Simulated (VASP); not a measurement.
# Ir4W (P6/mmm) in VASP: single point with PBE

Aim: the single point of Ir4W with PBE.

Program: VASP 6.6.1. These are calculated values, not measurements. Logs are shortened: lines on timing, memory, paths and dates and some standing lists are left out, and cuts for length are marked.

## Step 1: The cell of the first run

Symmetry: P6/mmm, No. 191, hexagonal system. The conventional cell has a = 5.209 Å, b = 5.209 Å, c = 4.759 Å, α = 90.00°, β = 90.00°, γ = 120.00°. Ir (site symmetry mmm) has 8 Ir at 2.60 to 3.53 Å and 2 W at 2.60 Å within 3.6 Å. Within 3.1 Å of Ir (site symmetry 6/mmm) lie 2 W at 2.38 Å. W (site symmetry 6/mmm) has 8 Ir at 2.38 to 2.60 Å within 3.1 Å.

## Step 2: Single point, PBE

POSCAR

```
Ir4W
1.0
    5.2088056087      0.0000000000      0.0000000000
   -2.6044028044      4.5109579805      0.0000000000
    0.0000000000      0.0000000000      4.7589728637
Ir W
4 1
Direct
    0.5000000000      0.0000000000      0.0000000000
    0.0000000000      0.5000000000      0.0000000000
    0.5000000000      0.5000000000      0.0000000000
    0.0000000000      0.0000000000      0.5000000000
    0.0000000000      0.0000000000      0.0000000000
```

INCAR.step1

```
PREC = Accurate
ENCUT = 400
EDIFF = 1E-6
ISMEAR = 0
SIGMA = 0.1
LREAL = False
LASPH = True
NELM = 120
ALGO = Normal
ISIF = 2
LWAVE = False
LCHARG = True
LMAXMIX = 4
GGA = PE
NBANDS = 33
GGA_COMPAT = False
NEDOS = 2001
LORBIT = 11
```

KPOINTS.step1

```
Automatic mesh
0
Gamma
  12 12 8
```

INCAR.step2

```
PREC = Accurate
ENCUT = 400
EDIFF = 1E-6
ISMEAR = -5
SIGMA = 0.1
LREAL = False
LASPH = True
NELM = 120
ALGO = Normal
ISIF = 2
LWAVE = False
LCHARG = False
LMAXMIX = 4
GGA = PE
LORBIT = 10
NBANDS = 33
NEDOS = 2001
ICHARG = 11
GGA_COMPAT = False
```

KPOINTS.step2

```
Automatic mesh
0
Gamma
  18 18 12
```

Potentials or basis: VASP PAW PBE potentials, release 64 (Ir, W_sv).

Launch:

```
> cat potpaw_PBE.64/Ir/POTCAR potpaw_PBE.64/W_sv/POTCAR > POTCAR
> cp INCAR.step1 INCAR
> cp KPOINTS.step1 KPOINTS
> mpirun -np 1 vasp_std > vasp.out
> cp INCAR.step2 INCAR
> cp KPOINTS.step2 KPOINTS
> mpirun -np 1 vasp_std > vasp.out
```

OUTCAR:

```text
PREC = Accurate
   ENCUT = 400
   EDIFF = 1E-6
   ISMEAR = -5
   LREAL = False
   LASPH = True
   NELM = 120
   ISIF = 2
   GGA = PE
   LORBIT = 10
   ICHARG = 11

 ion  position               nearest neighbor table
   1  0.500  0.000  0.000-   2 2.60   2 2.60   5 2.60   5 2.60   3 2.60   3 2.60
   2  0.000  0.500  0.000-   1 2.60   1 2.60   3 2.60   3 2.60   5 2.60   5 2.60
   3  0.500  0.500  0.000-   5 2.60   5 2.60   2 2.60   2 2.60   1 2.60   1 2.60
   4  0.000  0.000  0.500-   5 2.38   5 2.38
   5  0.000  0.000  0.000-   4 2.38   4 2.38   3 2.60   3 2.60   1 2.60   1 2.60   2 2.60   2 2.60

  LATTYP: Found a hexagonal cell.
 ALAT       =     5.2088056087
 C/A-ratio  =     0.9136399438

  Lattice vectors:

 A1 = (   5.2088056087,   0.0000000000,   0.0000000000)
 A2 = (  -2.6044028044,   4.5109579805,   0.0000000000)
 A3 = (   0.0000000000,   0.0000000000,   4.7589728637)

Analysis of symmetry for initial positions (statically):
=====================================================================
 Subroutine PRICEL returns:
 Original cell was already a primitive cell.

 Routine SETGRP: Setting up the symmetry group for a
 hexagonal supercell.

 Subroutine GETGRP returns: Found 24 space group operations
 (whereof 24 operations were pure point group operations)
 out of a pool of 24 trial point group operations.

The static configuration has the point symmetry D_6h.

Analysis of symmetry for dynamics (positions and initial velocities):
=====================================================================
 Subroutine PRICEL returns:
 Original cell was already a primitive cell.

 Routine SETGRP: Setting up the symmetry group for a
 hexagonal supercell.

 Subroutine GETGRP returns: Found 24 space group operations
 (whereof 24 operations were pure point group operations)
 out of a pool of 24 trial point group operations.

The dynamic configuration has the point symmetry D_6h.

 Subroutine INISYM returns: Found 24 space group operations
 (whereof 24 operations are pure point group operations),
 and found     1 'primitive' translations

----------------------------------------------------------------------------------------

                                     Primitive cell

  volume of cell :     111.8202

  direct lattice vectors                    reciprocal lattice vectors
     5.208805609  0.000000000  0.000000000     0.191982592  0.110841201  0.000000000
    -2.604402804  4.510957980  0.000000000     0.000000000  0.221682402  0.000000000
     0.000000000  0.000000000  4.758972864     0.000000000  0.000000000  0.210129376

  length of vectors
     5.208805609  5.208805609  4.758972864     0.221682402  0.221682402  0.210129376

  position of ions in fractional coordinates (direct lattice)
     0.500000000  0.000000000  0.000000000
     0.000000000  0.500000000  0.000000000
     0.500000000  0.500000000  0.000000000
     0.000000000  0.000000000  0.500000000
     0.000000000  0.000000000  0.000000000

  ion indices of the primitive-cell ions
   primitive index   ion index
                 1           1
                 2           2
                 3           3
                 4           4
                 5           5

----------------------------------------------------------------------------------------

 KPOINTS: Automatic mesh

Automatic generation of k-mesh.
 Grid dimensions read from file:
 generate k-points for:   18   18   12

 Generating k-lattice:

  Cartesian coordinates                     Fractional coordinates (reciprocal lattice)
     0.010665700  0.006157844  0.000000000     0.055555556  0.000000000  0.000000000
     0.000000000  0.012315689  0.000000000     0.000000000  0.055555556  0.000000000
     0.000000000  0.000000000  0.017510781     0.000000000  0.000000000  0.083333333

  Length of vectors
     0.012315689  0.012315689  0.017510781

  Shift w.r.t. Gamma in fractional coordinates (k-lattice)
     0.000000000  0.000000000  0.000000000

 TETIRR: Found   3954 inequivalent tetrahedra from    23328

 Subroutine IBZKPT returns following result:
 ===========================================

 Found    259 irreducible k-points:

 Following reciprocal coordinates:
            Coordinates               Weight
  0.000000  0.000000  0.000000      1.000000
  0.055556 -0.000000  0.000000      6.000000
  0.111111 -0.000000  0.000000      6.000000
  0.166667  0.000000  0.000000      6.000000
  0.222222  0.000000  0.000000      6.000000
  0.277778  0.000000  0.000000      6.000000
[... 16 lines left out ...]
  0.333333  0.111111  0.000000     12.000000
  0.388889  0.111111  0.000000     12.000000
 [... further k-points ...]
   k-points           NKPTS =    259   k-points in BZ     NKDIM =    259   number of bands    NBANDS=     33
   number of dos      NEDOS =   2001   number of ions     NIONS =      5
   total plane-waves  NPLWV =  41472
   dimension x,y,z NGX =    36 NGY =   36 NGZ =   32
   dimension x,y,z NGXF=    72 NGYF=   72 NGZF=   64
   ions per type =               4   1
   NGX,Y,Z   is equivalent  to a cutoff of  11.49, 11.49, 11.18 a.u.
   NGXF,Y,Z  is equivalent  to a cutoff of  22.98, 22.98, 22.36 a.u.
 SYSTEM =  unknown system
   PREC   = accura    normal or accurate (medium, high low for compatibility)
   ISTART =      0    job   : 0-new  1-cont  2-samecut
   ICHARG =     11    charge: 1-file 2-atom 10-const
   ISPIN  =      1    spin polarized calculation?
   LNONCOLLINEAR =      F non collinear calculations
   LSORBIT =      F    spin-orbit coupling
   LASPH  =      T    aspherical Exc in radial PAW
   ENCUT  =  400.0 eV  29.40 Ry    5.42 a.u.   8.49  8.49  7.76*2*pi/ulx,y,z
   NELM   =    120;   NELMIN=  2; NELMDL=  0     # of ELM steps
   EDIFF  = 0.1E-05   stopping-criterion for ELM
   LREAL  =      F    real-space projection
   EDIFFG = 0.1E-04   stopping-criterion for IOM
   NSW    =      0    number of steps for IOM
   IBRION =     -1    ionic relax: 0-MD 1-quasi-New 2-CG
   NFREE  =      0    steps in history (QN), initial steepest desc. (CG)
   ISIF   =      2    stress and relaxation
   ISYM   =      2    0-nonsym 1-usesym 2-fastsym
   POTIM  = 0.5000    time-step for ionic-motion
   TEBEG  =    0.0;   TEEND  =   0.0 temperature during run
   PSTRESS=    0.0 pullay stress
   NELECT =      50.0000    total number of electrons
   NUPDOWN=      -1.0000    fix difference up-down
   EMIN   =  10.00;   EMAX   =-10.00  energy-range for DOS
   EFERMI =   0.00;   METHOD = LEGACY
   ISMEAR =    -5;   SIGMA  =   0.10  broadening in eV -4-tet -1-fermi 0-gaus
   EFERMI_NEDOS =   21; number of points for ismear=-14 and -15
   IALGO  =     38    algorithm
   IMIX   =      4    mixing-type and parameters
     AMIX     =   0.40;   BMIX     =  1.00
     AMIX_MAG =   1.60;   BMIX_MAG =  1.00
  volume/ion in A,a.u.               =      22.36       150.92
  Fermi-wavevector in a.u.,A,eV,Ry     =   1.251867  2.365685 21.322648  1.567170
  Thomas-Fermi vector in A             =   2.385794
   LORBIT       =     10    0 simple, 1 ext, 2 COOP (PROOUT), +10 PAW based schemes
   GGA     = PE    functional components
   LHFCALC =     F    Hartree Fock is set to
   AEXX    =    0.0000 exact exchange contribution
   IVDW    =     0    specifies the selected vdW correction
   LEPSILON=     F    determine dielectric tensor
   LRPA    =     F    only Hartree local field effects (RPA)
 non-spin polarized calculation
 Fermi weights with tetrahedron method with Bloechl corrections
  energy-cutoff  :      400.00
  volume of cell :      111.82
 maximum number of plane-waves:      2085
 NGX is ok and might be reduce to    36

 number of electron      50.0000001 magnetization

 Free energy of the ion-electron system (eV)
  ---------------------------------------------------
  ext. energy  EPLUGINS =         0.00000000
  ---------------------------------------------------
  free energy    TOTEN  =       -40.77397999 eV

  energy without entropy =      -40.77397999  energy(sigma->0) =      -40.77397999

 E-fermi :   4.4667     XC(G=0): -10.8745

 val. band max:        4.4874768605   @ k =   0.1667   0.1667   0.4167
 cond. band min:       4.4175504036   @ k =   0.1667   0.0000   0.5000
 fundamental gap:     -0.0699264569
 Fermi energy:         4.4667342519

 k-point     1 :       0.0000    0.0000    0.0000
  band No.  band energies     occupation
      1     -69.7841      2.00000
      2     -34.1598      2.00000
      3     -33.9688      2.00000
      4     -33.9688      2.00000
      5      -3.7974      2.00000
      6      -1.9978      2.00000
[... 25 lines left out ...]
     32       8.0045      0.00000
     33       8.7325      0.00000

 k-point     2 :       0.0556   -0.0000    0.0000
  band No.  band energies     occupation
      1     -69.7840      2.00000
      2     -34.1598      2.00000
      3     -33.9699      2.00000
      4     -33.9692      2.00000
      5      -3.7598      2.00000
      6      -1.9756      2.00000
[... 25 lines left out ...]
     32       8.0141      0.00000
     33       8.7797      0.00000

 k-point     3 :       0.1111   -0.0000    0.0000
  band No.  band energies     occupation
      1     -69.7839      2.00000
      2     -34.1599      2.00000
      3     -33.9728      2.00000
      4     -33.9702      2.00000
      5      -3.6485      2.00000
      6      -1.9225      2.00000
[... 25 lines left out ...]
     32       8.0526      0.00000
     33       8.5659      0.00000

 k-point     4 :       0.1667    0.0000    0.0000
  band No.  band energies     occupation
      1     -69.7837      2.00000
      2     -34.1600      2.00000
      3     -33.9773      2.00000
      4     -33.9718      2.00000
      5      -3.4689      2.00000
      6      -1.8583      2.00000
[... 673 lines left out ...]
     32       8.1523      0.00000
     33       9.1875      0.00000

 k-point    23 :       0.3333    0.1111    0.0000
  band No.  band energies     occupation
      1     -69.7828      2.00000
      2     -34.1605      2.00000
      3     -33.9982      2.00000
      4     -33.9812      2.00000
      5      -2.3206      2.00000
      6      -1.4850      2.00000
[... 25 lines left out ...]
     32       8.2037      0.00000
     33       9.5863      0.00000

 k-point    24 :       0.3889    0.1111    0.0000
  band No.  band energies     occupation
      1     -69.7827      2.00000
      2     -34.1605      2.00000
      3     -34.0007      2.00000
      4     -33.9823      2.00000
      5      -2.1544      2.00000
      6      -1.4105      2.00000
[... 25 lines left out ...]
     32       8.2373      0.00000
     33       9.9314      0.00000

 [... further k-points ...]
[... 5 lines left out ...]
  --------------------------------------------------------------------------------------
  -------------------------------------------------------------------------------------
  Total       -0.1225651     -0.1225651      0.8453113      0.0000000      0.0000000      0.0000000
  in kB       -1.7561326     -1.7561326     12.1117557      0.0000000      0.0000000      0.0000000
  external PRESSURE =       2.8664968 kB  Pullay stress =       0.0000000 kB

 VOLUME and BASIS-vectors are now :
 -----------------------------------------------------------------------------
  energy-cutoff  :      400.00
  volume of cell :      111.82
      direct lattice vectors                 reciprocal lattice vectors
     5.208805609  0.000000000  0.000000000     0.191982592  0.110841201  0.000000000
    -2.604402804  4.510957980  0.000000000     0.000000000  0.221682402  0.000000000
     0.000000000  0.000000000  4.758972864     0.000000000  0.000000000  0.210129376

 POSITION                                       TOTAL-FORCE (eV/Angst)
 -----------------------------------------------------------------------------------
      2.60440      0.00000      0.00000         0.000000      0.000000      0.000000
     -1.30220      2.25548      0.00000        -0.000000      0.000000      0.000000
      1.30220      2.25548      0.00000         0.000000      0.000000      0.000000
      0.00000      0.00000      2.37949        -0.000000      0.000000      0.000000
      0.00000      0.00000      0.00000        -0.000000      0.000000      0.000000
 -----------------------------------------------------------------------------------
    total drift:                               -0.000000     -0.000000     -0.000000

  FREE ENERGIE OF THE ION-ELECTRON SYSTEM (eV)
  ---------------------------------------------------
  free  energy   TOTEN  =       -40.7739799926 eV

  energy  without entropy=      -40.7739799926  energy(sigma->0) =      -40.77397999

 total charge

# of ion       s       p       d       tot
------------------------------------------
    1        0.735   0.539   6.955   8.230
    2        0.735   0.539   6.955   8.230
    3        0.735   0.539   6.955   8.230
    4        0.546   0.305   7.187   8.038
    5        2.483   6.330   3.382  12.194
--------------------------------------------------
tot          5.234   8.253  31.434  44.921
```

Wall time 8.4 min (1 thread of Oxide Virtual Turin-like, shared host); peak memory 0.57 GiB.

What came out:

```yaml
Valence_electrons_inside_the_program's_atomic_spheres: Ir 8.23, 8.04 (each value once); W 12.19
```

Levels at points of the mesh, in eV from the Fermi level:
```tsv
k point	band 22	band 23	band 24	band 25	band 26	band 27	band 28	band 29
(0.00, 0.00, 0.00)	0.20	0.51	0.51	1.22	1.60	1.93	1.93	2.42
(0.50, 0.00, 0.00)	-0.90	-0.82	-0.75	-0.51	-0.04	0.34	0.93	1.25
(0.00, 0.00, 0.50)	-0.40	-0.19	-0.09	0.22	0.22	1.77	1.77	2.65
(0.50, 0.00, 0.50)	-0.93	-0.89	-0.50	-0.32	-0.26	-0.21	-0.02	0.37
```

Caveat: spin-orbit coupling is left out, which moves the levels of the heavy elements.
